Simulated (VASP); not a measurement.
# SnO2 (fluorite type) (Fm-3m) in VASP: a series of runs, part 2 of 2

VASP 6.6.1.

## 3. Single point, PBE

INCAR reads:

```
SYSTEM = SnO2
ALGO = Normal ; EDIFF = 1E-6
ENCUT = 520 ; GGA = PE
ISIF = 2 ; ISMEAR = -1
LASPH = .True. ; LCHARG = .False.
LREAL = .False. ; LWAVE = .False.
NBANDS = 20 ; NELM = 60
PREC = Accurate ; SIGMA = 0.08
```

KPOINTS reads:

```
k-points
0
Gamma
  12 12 12
  0 0 0
```

POSCAR reads:

```
SnO2
1.0
    0.0000000000      2.4643170921      2.4643170921
    2.4643170921      0.0000000000      2.4643170921
    2.4643170921      2.4643170921      0.0000000000
Sn O
1 2
Direct
    0.0000000000      0.0000000000      0.0000000000
    0.2500000000      0.2500000000      0.2500000000
    0.7500000000      0.7500000000      0.7500000000
```

Potentials or basis: VASP PAW PBE potentials, release 64 (Sn_d, O).

The run is started by

```
cat potpaw_PBE.64/Sn_d/POTCAR potpaw_PBE.64/O/POTCAR > POTCAR
mpirun -np 1 vasp_std > vasp.out
```

OUTCAR:

```text
SYSTEM = SnO2
   EDIFF = 1E-6
   ENCUT = 520
   GGA = PE
   ISIF = 2
   ISMEAR = -1
   LASPH = .True.
   LREAL = .False.
   NELM = 60
   PREC = Accurate

 ion  position               nearest neighbor table
   1  0.000  0.000  0.000-   3 2.13   3 2.13   3 2.13   2 2.13   3 2.13   2 2.13   2 2.13   2 2.13

   2  0.250  0.250  0.250-   1 2.13   1 2.13   1 2.13   1 2.13
   3  0.750  0.750  0.750-   1 2.13   1 2.13   1 2.13   1 2.13

  LATTYP: Found a face centered cubic cell.
 ALAT       =     4.9286341842

  Lattice vectors:

[... 742 lines left out ...]

  FORCE on cell =-STRESS in cart. coord.  units (eV):
  Direction    XX          YY          ZZ          XY          YZ          ZX
  --------------------------------------------------------------------------------------
  -------------------------------------------------------------------------------------
  Total        6.2702766      6.2702766      6.2702766      0.0000000      0.0000000     -0.0000000
  in kB      335.6429392    335.6429392    335.6429392      0.0000000      0.0000000     -0.0000000
  external PRESSURE =     335.6429392 kB  Pullay stress =       0.0000000 kB

 VOLUME and BASIS-vectors are now :
 -----------------------------------------------------------------------------
  energy-cutoff  :      520.00
  volume of cell :       29.93
      direct lattice vectors                 reciprocal lattice vectors
     0.000000000  2.464317092  2.464317092    -0.202895967  0.202895967  0.202895967
     2.464317092  0.000000000  2.464317092     0.202895967 -0.202895967  0.202895967
     2.464317092  2.464317092  0.000000000     0.202895967  0.202895967 -0.202895967

 POSITION                                       TOTAL-FORCE (eV/Angst)
 -----------------------------------------------------------------------------------
      0.00000      0.00000      0.00000         0.000000     -0.000000      0.000000
      1.23216      1.23216      1.23216         0.000000     -0.000000      0.000000
      3.69648      3.69648      3.69648        -0.000000      0.000000     -0.000000
 -----------------------------------------------------------------------------------
    total drift:                               -0.000000     -0.000000      0.000000

  FREE ENERGIE OF THE ION-ELECTRON SYSTEM (eV)
  ---------------------------------------------------
  free  energy   TOTEN  =       -17.5243780779 eV

  energy  without entropy=      -17.5243693301  energy(sigma->0) =      -17.52437370
```

OSZICAR:

```text
N       E                     dE             d eps       ncg     rms          rms(c)
DAV:   1     0.243738453729E+03    0.24374E+03   -0.13734E+04  3156   0.210E+03
DAV:   2     0.318810135606E+01   -0.24055E+03   -0.22772E+03  3104   0.508E+02
DAV:   3    -0.203001846031E+02   -0.23488E+02   -0.23156E+02  3300   0.132E+02
DAV:   4    -0.208864105608E+02   -0.58623E+00   -0.58576E+00  3236   0.216E+01
DAV:   5    -0.208988261822E+02   -0.12416E-01   -0.12415E-01  3600   0.326E+00    0.116E+01
DAV:   6    -0.175130145279E+02    0.33858E+01   -0.10564E+01  4372   0.570E+01    0.423E+00
DAV:   7    -0.175392341246E+02   -0.26220E-01   -0.73793E-01  3116   0.629E+00    0.203E+00
DAV:   8    -0.175253405677E+02    0.13894E-01   -0.50974E-02  3668   0.288E+00    0.385E-01
DAV:   9    -0.175239597531E+02    0.13808E-02   -0.88035E-03  4080   0.188E+00    0.846E-02
DAV:  10    -0.175243448036E+02   -0.38505E-03   -0.10946E-03  3172   0.254E-01    0.287E-02
DAV:  11    -0.175243767934E+02   -0.31990E-04   -0.52995E-05  3544   0.741E-02    0.104E-02
DAV:  12    -0.175243780177E+02   -0.12243E-05   -0.58931E-06  3188   0.304E-02    0.322E-03
DAV:  13    -0.175243780779E+02   -0.60192E-07   -0.40678E-07  2556   0.579E-03
   1 F= -.17524378E+02 E0= -.17524374E+02  d E =-.874782E-05
```

stdout:

```text
POSCAR found type information on POSCAR SnO
 POSCAR found :  2 types and       3 ions
 scaLAPACK will be used
 LDA part: xc-table for (Slater+PW92), standard interpolation
 POSCAR, INCAR and KPOINTS ok, starting setup
 FFT: planning ... GRIDC
 FFT: planning ... GRID_SOFT
 FFT: planning ... GRID
 WAVECAR not read
 entering main loop
```

It took 26 s on 1 thread of Intel Xeon Platinum 8488C (Sapphire Rapids), shared host; peak memory 0.18 GiB.

Results:

```
Free energy            : -17.5244 eV
Pressure               : 33.6 GPa
Band gap on the k mesh : 1.15 eV, indirect (least direct gap 2.73 eV)
```

Levels at points of the mesh, in eV from the valence-band top:
```
           k point  band 11  band 12  band 13  band 14  band 15  band 16
(0.00, 0.00, 0.00)    -1.58    -1.58    -1.58     1.15     7.39     7.39
(0.50, 0.00, 0.00)    -3.82    -2.36    -2.36     5.72     8.38    11.22
(0.50, 0.50, 0.00)    -0.23    -0.23    -0.20     3.70     8.02    10.33
```

Caveat: spin-orbit coupling is left out, which moves the levels of the heavy elements.

## 4. Single point, PBE

This run uses another cell than the first one, of 9.98 Å³/atom, 1.100 times its volume.

INCAR reads:

```
PREC = Accurate ; ENCUT = 520
EDIFF = 1E-7 ; ISMEAR = -1
SIGMA = 0.08 ; LREAL = F
LASPH = T ; NELM = 100
ALGO = Normal ; ISIF = 2
LWAVE = F ; LCHARG = F
GGA = PE ; NBANDS = 20
```

KPOINTS reads:

```
Automatic mesh
0
Gamma
  12 12 12
```

POSCAR is that of step 3.

The run is started by

```
cat potpaw_PBE.64/Sn_d/POTCAR potpaw_PBE.64/O/POTCAR > POTCAR
mpirun -np 1 vasp_std > vasp.out
```

It took 26 s on 1 thread of Intel Xeon Platinum 8488C (Sapphire Rapids), shared host; peak memory 0.18 GiB.

It converged, with:

```yaml
Free_energy: -17.5244 eV
Pressure: 33.6 GPa
Band_gap_on_the_k_mesh: 1.15 eV, indirect (least direct gap 2.73 eV)
```

Levels at points of the mesh, in eV from the valence-band top:
```
           k point  band 10  band 11  band 12  band 13  band 14  band 15  band 16  band 17
(0.00, 0.00, 0.00)    -3.19    -1.58    -1.58    -1.58     1.15     7.39     7.39     7.39
(0.50, 0.00, 0.00)    -3.82    -3.82    -2.36    -2.36     5.72     8.38    11.22    11.22
(0.50, 0.50, 0.00)    -6.16    -0.23    -0.23    -0.20     3.70     8.02    10.33    13.32
```

Caveat: spin-orbit coupling is left out, which moves the levels of the heavy elements.

## 5. Single point, PBE (volume scaled by 0.94)

INCAR reads:

```
SYSTEM = SnO2
PREC = Accurate ; ENCUT = 520
EDIFF = 1E-7 ; ISMEAR = -1
SIGMA = 0.08 ; LREAL = .FALSE.
LASPH = .TRUE. ; NELM = 80
ALGO = Normal ; ISIF = 2
LWAVE = .FALSE. ; LCHARG = .FALSE.
GGA = PE ; NBANDS = 20
```

KPOINTS reads:

```
Automatic mesh
0
G
  12 12 12
  0 0 0
```

POSCAR reads:

```
SnO2
1.0
    0.0000000000      2.5190975357      2.5190975357
    2.5190975357      0.0000000000      2.5190975357
    2.5190975357      2.5190975357      0.0000000000
Sn O
1 2
Direct
    0.0000000000      0.0000000000      0.0000000000
    0.2500000000      0.2500000000      0.2500000000
    0.7500000000      0.7500000000      0.7500000000
```

The run is started by

```
cat potpaw_PBE.64/Sn_d/POTCAR potpaw_PBE.64/O/POTCAR > POTCAR
mpirun -np 1 vasp_std > vasp.out
```

Wall time 30 s (1 thread of Intel Xeon Platinum 8488C (Sapphire Rapids), shared host); peak memory 0.18 GiB.

It converged, with:

| Quantity | Value |
| --- | --- |
| Free energy | -17.8249 eV |
| Pressure | 14.2 GPa |
| Band gap on the k mesh | 0.45 eV, indirect (least direct gap 1.89 eV) |

Levels at points of the mesh, in eV from the valence-band top:
```csv
k point,band 11,band 12,band 13,band 14,band 15,band 16
"(0.00, 0.00, 0.00)",-1.44,-1.44,-1.44,0.45,7.18,7.18
"(0.50, 0.00, 0.00)",-3.51,-2.18,-2.18,5.07,8.13,10.61
"(0.50, 0.50, 0.00)",-0.21,-0.21,-0.14,3.38,7.41,10.02
```

Caveat: the cell differs from its parent crystal (volume scaled by 0.94); spin-orbit coupling is left out, which moves the levels of the heavy elements. A k mesh can miss the band edges.

## 6. Single point, PBE

This run uses another cell than the first one, of 11.34 Å³/atom, 1.250 times its volume.

INCAR reads:

```
PREC = Accurate
ENCUT = 520
EDIFF = 1E-6
ISMEAR = -1
SIGMA = 0.08
LREAL = False
LASPH = True
NELM = 80
ALGO = Normal
ISIF = 2
LWAVE = False
LCHARG = True
GGA = PE
LELF = True
LVHAR = True
NBANDS = 20
```

KPOINTS reads:

```
Automatic mesh
0
Gamma
  12 12 12
```

POSCAR reads:

```
SnO2
1.0
    0.0000000000      2.5715937714      2.5715937714
    2.5715937714      0.0000000000      2.5715937714
    2.5715937714      2.5715937714      0.0000000000
Sn O
1 2
Direct
    0.0000000000      0.0000000000      0.0000000000
    0.2500000000      0.2500000000      0.2500000000
    0.7500000000      0.7500000000      0.7500000000
```

Potentials or basis: VASP PAW PBE potentials, release 64 (Sn_d, O).

The run is started by

```
cat potpaw_PBE.64/Sn_d/POTCAR potpaw_PBE.64/O/POTCAR > POTCAR
mpirun -np 1 vasp_std > vasp.out
```

Run time: 30 s. Hardware: 1 thread of Intel Xeon Platinum 8488C (Sapphire Rapids), shared host; peak memory 0.18 GiB.

It converged, with:

```
Free energy            : -17.9172 eV
Pressure               : 0.6 GPa
Band gap on the k mesh : zero (band 13 reaches 7.39 eV, above the bottom of band 14 at 7.23 eV)
```

Levels at points of the mesh, in eV from the Fermi level:
```csv
k point,band 10,band 11,band 12,band 13,band 14,band 15,band 16,band 17
"(0.00, 0.00, 0.00)",-3.14,-1.65,-1.65,-1.65,-0.50,6.65,6.65,6.65
"(0.50, 0.00, 0.00)",-3.57,-3.57,-2.36,-2.36,4.17,7.51,9.72,9.72
"(0.50, 0.50, 0.00)",-5.60,-0.53,-0.53,-0.43,2.73,6.54,9.43,11.46
```

Caveat: spin-orbit coupling is left out, which moves the levels of the heavy elements.

## 7. The runs side by side

| cell | gap on the mesh (eV) | pressure (GPa) |
| --- | --- | --- |
| a = 3.376 Å, angles 60.0°, 3 atoms | 2.23 | 72.7 |
| a = 3.485 Å, angles 60.0°, 3 atoms | 1.15 | 33.6 |
| a = 3.563 Å, angles 60.0°, 3 atoms | 0.45 | 14.2 |
| a = 3.637 Å, angles 60.0°, 3 atoms | none | 0.6 |

Alike in all rows: task single point; level PBE; potentials or basis VASP PAW PBE potentials, release 64 (Sn_d, O); no spin polarisation; k mesh 12 × 12 × 12; cutoff (eV) 520; smearing fermi-dirac 0.08 eV.

Caveats: spin-orbit coupling is left out, which moves the levels of the heavy elements.

Total energies depend on the potentials used, so only differences within one code and one set of settings carry meaning.
